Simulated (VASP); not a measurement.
# SnTe (P1) in VASP: further runs

SnTe is run at these levels: r2SCAN; tasks: single point.

Program: VASP 6.6.1. These are calculated values, not measurements. Logs are shortened: lines on timing, memory, paths and dates and some standing lists are left out, and cuts for length are marked.

### Step 1. The cell of the first run

The typed cell holds 2 atoms: a = 5.069 Å, b = 5.069 Å, c = 5.069 Å, α = 60.00°, β = 60.00°, γ = 60.00°.

### Step 2. Single point, r2SCAN

POSCAR reads:

```
SnTe
1.0
    0.0000000000      3.5839840077      3.5839840077
    3.5839840077      0.0000000000      3.5839840077
    3.5839840077      3.5839840077      0.0000000000
Sn Te
1 1
Direct
   -0.0014423892     -0.0049820256     -0.0010562268
    0.2513419418      0.2546349253      0.2509825652
```

INCAR.step1 reads:

```
SYSTEM = SnTe
ALGO = Normal
EDIFF = 1E-4
ENCUT = 520
GGA = PE
ISMEAR = -1
LASPH = .True.
LCHARG = .False.
LREAL = .False.
LWAVE = .True.
NBANDS = 17
NELM = 80
PREC = Accurate
SIGMA = 0.052
```

INCAR.step2 reads:

```
SYSTEM = SnTe
ALGO = Normal
EDIFF = 1E-7
ENCUT = 520
ISIF = 2
ISMEAR = -1
ISTART = 1
LASPH = .True.
LCHARG = .True.
LELF = .True.
LMIXTAU = .True.
LREAL = .False.
LVHAR = .True.
LWAVE = .False.
METAGGA = R2SCAN
NBANDS = 17
NELM = 80
PREC = Accurate
SIGMA = 0.052
```

KPOINTS reads:

```
k-points
0
Gamma
  4 4 4
  0 0 0
```

Potentials or basis: VASP PAW PBE potentials, release 64 (Sn_d, Te).

The run is started by

```
$ cat potpaw_PBE.64/Sn_d/POTCAR potpaw_PBE.64/Te/POTCAR > POTCAR
$ cp INCAR.step1 INCAR
$ mpirun -np 1 vasp_std > vasp.out
$ cp INCAR.step2 INCAR
$ mpirun -np 1 vasp_std > vasp.out
```

OUTCAR:

```text
SYSTEM = SnTe
   EDIFF = 1E-7
   ENCUT = 520
   ISIF = 2
   ISMEAR = -1
   ISTART = 1
   LASPH = .True.
   LREAL = .False.
   METAGGA = R2SCAN
   NELM = 80
   PREC = Accurate

 ion  position               nearest neighbor table
   1  0.999  0.995  0.999-   2 3.06   2 3.09   2 3.10   2 3.16
   2  0.251  0.255  0.251-   1 3.06   1 3.09   1 3.10   1 3.16

  LATTYP: Found a face centered cubic cell.
 ALAT       =     7.1679680154

  Lattice vectors:

 A1 = (   0.0000000000,   3.5839840077,   3.5839840077)
 A2 = (   3.5839840077,   0.0000000000,   3.5839840077)
 A3 = (   3.5839840077,   3.5839840077,   0.0000000000)

Analysis of symmetry for initial positions (statically):
=====================================================================
 Subroutine PRICEL returns:
 Original cell was already a primitive cell.

 Routine SETGRP: Setting up the symmetry group for a
 face centered cubic supercell.

 Subroutine GETGRP returns: Found  1 space group operations
 (whereof  1 operations were pure point group operations)
 out of a pool of 48 trial point group operations.

The static configuration has the point symmetry C_1 .

Analysis of symmetry for dynamics (positions and initial velocities):
=====================================================================
 Subroutine PRICEL returns:
 Original cell was already a primitive cell.

 Routine SETGRP: Setting up the symmetry group for a
 face centered cubic supercell.

 Subroutine GETGRP returns: Found  1 space group operations
 (whereof  1 operations were pure point group operations)
 out of a pool of 48 trial point group operations.

The dynamic configuration has the point symmetry C_1 .

 Subroutine INISYM returns: Found  1 space group operations
 (whereof  1 operations are pure point group operations),
 and found     1 'primitive' translations

----------------------------------------------------------------------------------------

                                     Primitive cell

  volume of cell :      92.0721

  direct lattice vectors                    reciprocal lattice vectors
     0.000000000  3.583984008  3.583984008    -0.139509551  0.139509551  0.139509551
     3.583984008  0.000000000  3.583984008     0.139509551 -0.139509551  0.139509551
     3.583984008  3.583984008  0.000000000     0.139509551  0.139509551 -0.139509551

  length of vectors
     5.068518791  5.068518791  5.068518791     0.241637631  0.241637631  0.241637631

  position of ions in fractional coordinates (direct lattice)
     0.998557611  0.995017974  0.998943773
     0.251341942  0.254634925  0.250982565

  ion indices of the primitive-cell ions
   primitive index   ion index
                 1           1
                 2           2

----------------------------------------------------------------------------------------

 KPOINTS: k-points

Automatic generation of k-mesh.
 Grid dimensions read from file:
 generate k-points for:    4    4    4

 Generating k-lattice:

  Cartesian coordinates                     Fractional coordinates (reciprocal lattice)
    -0.034877388  0.034877388  0.034877388     0.250000000  0.000000000  0.000000000
     0.034877388 -0.034877388  0.034877388     0.000000000  0.250000000  0.000000000
     0.034877388  0.034877388 -0.034877388     0.000000000  0.000000000  0.250000000

  Length of vectors
     0.060409408  0.060409408  0.060409408

  Shift w.r.t. Gamma in fractional coordinates (k-lattice)
     0.000000000  0.000000000  0.000000000

 Subroutine IBZKPT returns following result:
 ===========================================

 Found     36 irreducible k-points:

 Following reciprocal coordinates:
            Coordinates               Weight
  0.000000  0.000000  0.000000      1.000000
  0.250000  0.000000  0.000000      2.000000
  0.000000  0.250000  0.000000      2.000000
  0.000000  0.000000  0.250000      2.000000
  0.250000  0.250000  0.250000      2.000000
  0.500000  0.000000  0.000000      1.000000
[... 16 lines left out ...]
  0.250000  0.500000  0.500000      2.000000
  0.500000  0.000000  0.250000      2.000000
 [... further k-points ...]
   k-points           NKPTS =     36   k-points in BZ     NKDIM =     36   number of bands    NBANDS=     17
   number of dos      NEDOS =    301   number of ions     NIONS =      2
   total plane-waves  NPLWV =  64000
   dimension x,y,z NGX =    40 NGY =   40 NGZ =   40
   dimension x,y,z NGXF=    80 NGYF=   80 NGZF=   80
   ions per type =               1   1
   NGX,Y,Z   is equivalent  to a cutoff of  13.12, 13.12, 13.12 a.u.
   NGXF,Y,Z  is equivalent  to a cutoff of  26.24, 26.24, 26.24 a.u.
 SYSTEM =  SnTe
   PREC   = accura    normal or accurate (medium, high low for compatibility)
   ISTART =      1    job   : 0-new  1-cont  2-samecut
   ICHARG =      0    charge: 1-file 2-atom 10-const
   ISPIN  =      1    spin polarized calculation?
   LNONCOLLINEAR =      F non collinear calculations
   LSORBIT =      F    spin-orbit coupling
   LASPH  =      T    aspherical Exc in radial PAW
   ENCUT  =  520.0 eV  38.22 Ry    6.18 a.u.   9.42  9.42  9.42*2*pi/ulx,y,z
   NELM   =     80;   NELMIN=  2; NELMDL=  0     # of ELM steps
   EDIFF  = 0.1E-06   stopping-criterion for ELM
   LREAL  =      F    real-space projection
   EDIFFG = 0.1E-05   stopping-criterion for IOM
   NSW    =      0    number of steps for IOM
   IBRION =     -1    ionic relax: 0-MD 1-quasi-New 2-CG
   NFREE  =      0    steps in history (QN), initial steepest desc. (CG)
   ISIF   =      2    stress and relaxation
   ISYM   =      2    0-nonsym 1-usesym 2-fastsym
   POTIM  = 0.5000    time-step for ionic-motion
   TEBEG  =    0.0;   TEEND  =   0.0 temperature during run
   PSTRESS=    0.0 pullay stress
   NELECT =      20.0000    total number of electrons
   NUPDOWN=      -1.0000    fix difference up-down
   EMIN   =  10.00;   EMAX   =-10.00  energy-range for DOS
   EFERMI =   0.00;   METHOD = LEGACY
   ISMEAR =    -1;   SIGMA  =   0.05  broadening in eV -4-tet -1-fermi 0-gaus
   EFERMI_NEDOS =   21; number of points for ismear=-14 and -15
   IALGO  =     38    algorithm
   IMIX   =      4    mixing-type and parameters
     AMIX     =   0.40;   BMIX     =  1.00
     AMIX_MAG =   1.60;   BMIX_MAG =  1.00
  volume/ion in A,a.u.               =      46.04       310.67
  Fermi-wavevector in a.u.,A,eV,Ry     =   0.984107  1.859692 13.176775  0.968466
  Thomas-Fermi vector in A             =   2.115314
   LORBIT       =      0    0 simple, 1 ext, 2 COOP (PROOUT), +10 PAW based schemes
   METAGGA = R2SCAN    functional components
   LHFCALC =     F    Hartree Fock is set to
   AEXX    =    0.0000 exact exchange contribution
   IVDW    =     0    specifies the selected vdW correction
   LEPSILON=     F    determine dielectric tensor
   LRPA    =     F    only Hartree local field effects (RPA)
 non-spin polarized calculation
  energy-cutoff  :      520.00
  volume of cell :       92.07
 maximum number of plane-waves:      2493
 NGX is ok and might be reduce to    40
   NGX = 19   NGY = 19   NGZ = 19

 number of electron      19.9999999 magnetization

 Free energy of the ion-electron system (eV)
  ---------------------------------------------------
  ext. energy  EPLUGINS =         0.00000000
  ---------------------------------------------------
  free energy    TOTEN  =       -50.07835925 eV

  energy without entropy =      -50.07011106  energy(sigma->0) =      -50.07423516

 E-fermi :   3.3912     XC(G=0):  -8.0612

 val. band max:        3.3164928389   @ k =  -0.2500   0.5000   0.2500
 cond. band min:       3.4113806442   @ k =   0.5000   0.0000   0.5000
 fundamental gap:      0.0948878053
 Fermi energy:         3.3911877406

 k-point     1 :       0.0000    0.0000    0.0000
  band No.  band energies     occupation
      1     -19.2720      2.00000
      2     -19.2701      2.00000
      3     -19.2691      2.00000
      4     -19.2550      2.00000
      5     -19.2550      2.00000
      6      -8.9331      2.00000
[... 9 lines left out ...]
     16      10.0622      0.00000
     17      11.1116      0.00000

 k-point     2 :       0.2500    0.0000    0.0000
  band No.  band energies     occupation
      1     -19.2716      2.00000
      2     -19.2703      2.00000
      3     -19.2686      2.00000
      4     -19.2551      2.00000
      5     -19.2547      2.00000
      6      -8.6604      2.00000
[... 9 lines left out ...]
     16       9.4529      0.00000
     17      10.6908      0.00000

 k-point     3 :       0.0000    0.2500    0.0000
  band No.  band energies     occupation
      1     -19.2713      2.00000
      2     -19.2698      2.00000
      3     -19.2695      2.00000
      4     -19.2549      2.00000
      5     -19.2546      2.00000
      6      -8.6540      2.00000
[... 9 lines left out ...]
     16       9.4199      0.00000
     17      10.7098      0.00000

 k-point     4 :       0.0000    0.0000    0.2500
  band No.  band energies     occupation
      1     -19.2716      2.00000
      2     -19.2703      2.00000
      3     -19.2686      2.00000
      4     -19.2551      2.00000
      5     -19.2547      2.00000
      6      -8.6610      2.00000
[... 9 lines left out ...]
     16       9.4563      0.00000
     17      10.6887      0.00000
[... 343 lines left out ...]
      1     -19.2732      2.00000
      2     -19.2684      2.00000
      3     -19.2678      2.00000
      4     -19.2553      2.00000
      5     -19.2539      2.00000
      6      -8.1925      2.00000
[... 9 lines left out ...]
     16      10.7114      0.00000
     17      11.7051      0.00000

 k-point    23 :       0.2500    0.5000    0.5000
  band No.  band energies     occupation
      1     -19.2739      2.00000
      2     -19.2682      2.00000
      3     -19.2666      2.00000
      4     -19.2556      2.00000
      5     -19.2545      2.00000
      6      -8.2260      2.00000
[... 9 lines left out ...]
     16      10.8378      0.00000
     17      11.7118      0.00000

 k-point    24 :       0.5000    0.0000    0.2500
  band No.  band energies     occupation
      1     -19.2734      2.00000
      2     -19.2684      2.00000
      3     -19.2675      2.00000
      4     -19.2553      2.00000
      5     -19.2542      2.00000
      6      -8.2024      2.00000
[... 9 lines left out ...]
     16      10.8299      0.00000
     17      11.7037      0.00000

 [... further k-points ...]
[... 5 lines left out ...]
  --------------------------------------------------------------------------------------
  -------------------------------------------------------------------------------------
  Total       -0.1706432     -0.1731237     -0.1702670     -0.1434885     -0.1346565     -0.0538636
  in kB       -2.9694181     -3.0125829     -2.9628720     -2.4968909     -2.3432012     -0.9372980
  external PRESSURE =      -2.9816243 kB  Pullay stress =       0.0000000 kB

 VOLUME and BASIS-vectors are now :
 -----------------------------------------------------------------------------
  energy-cutoff  :      520.00
  volume of cell :       92.07
      direct lattice vectors                 reciprocal lattice vectors
     0.000000000  3.583984008  3.583984008    -0.139509551  0.139509551  0.139509551
     3.583984008  0.000000000  3.583984008     0.139509551 -0.139509551  0.139509551
     3.583984008  3.583984008  0.000000000     0.139509551  0.139509551 -0.139509551

 POSITION                                       TOTAL-FORCE (eV/Angst)
 -----------------------------------------------------------------------------------
      7.14633      7.15901      7.14494         0.108905      0.039098      0.116156
      1.81212      1.80032      1.81341        -0.108905     -0.039098     -0.116156
 -----------------------------------------------------------------------------------
    total drift:                                0.000054      0.000137      0.000015

  FREE ENERGIE OF THE ION-ELECTRON SYSTEM (eV)
  ---------------------------------------------------
  free  energy   TOTEN  =       -50.0783592530 eV

  energy  without entropy=      -50.0701110645  energy(sigma->0) =      -50.07423516
```

It took 2.9 min on 1 thread of Intel Xeon Platinum 8488C (Sapphire Rapids), shared host; peak memory 0.28 GiB.

Results:

* Free energy: -50.0784 eV
* Pressure: -0.3 GPa
* Largest force: 0.164 eV/Å
* Band gap on the k mesh: 0.09 eV, indirect (least direct gap 0.88 eV)

Forces in eV/Å, atoms in the order of the input:
```
Sn   0.109  0.039  0.116
Te  -0.109 -0.039 -0.116
```

Caveat: the PAW data sets were made with another functional, which shifts forces and pressure a little; spin-orbit coupling is left out, which moves the levels of the heavy elements. A k mesh can miss the band edges.

(Part 1 of 2 ends here.)
